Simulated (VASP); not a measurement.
In:

```
CELL_PARAMETERS angstrom
1.66964 0.96397 8.20746
-1.66964 0.96397 8.20746
0.00000 -1.92793 8.20746
ATOMIC_POSITIONS crystal
In 0.22199 0.22199 0.22199
In 0.77801 0.77801 0.77801
In 0.00000 0.00000 0.00000
```

Base run:

| Quantity | Value |
| --- | --- |
| Program | VASP 6.6.1 |
| Functional | PBEsol |
| Potentials or basis | VASP PAW PBE potentials, release 64 (In_d) |
| Cutoff | 520 eV |
| k mesh | 9 × 9 × 9 |
| Occupations | fermi-dirac, width 0.05 eV |
| Spin | no spin polarisation |

Its results: pressure -1.1 GPa; largest force 0.023 eV/Å.

Question: After a change of settings the same cell gave: pressure 1.7 GPa; largest force 0.019 eV/Å. Which change was it?
A. k mesh from 9 × 9 × 9 to 5 × 5 × 5; further incar settings from ALGO = Fast; EDIFF = 1e-06; NBANDS = 26 to ALGO = Normal; EDIFF = 1e-07; NBANDS = 26
B. k mesh from 9 × 9 × 9 to 7 × 7 × 7; further incar settings from ALGO = Fast; EDIFF = 1e-06; NBANDS = 26 to ALGO = Normal; EDIFF = 1e-06; NBANDS = 26
C. functional from PBEsol to PBE
D. functional from PBEsol to LDA; potentials or basis from VASP PAW PBE potentials, release 64 (In_d) to VASP PAW LDA potentials, release 64 (In_d)

Answer: C.

PBE binds less tightly than PBEsol, so the same cell stands under more pressure.

Caveats: the PAW data sets were made with another functional, which shifts forces and pressure a little (some runs).
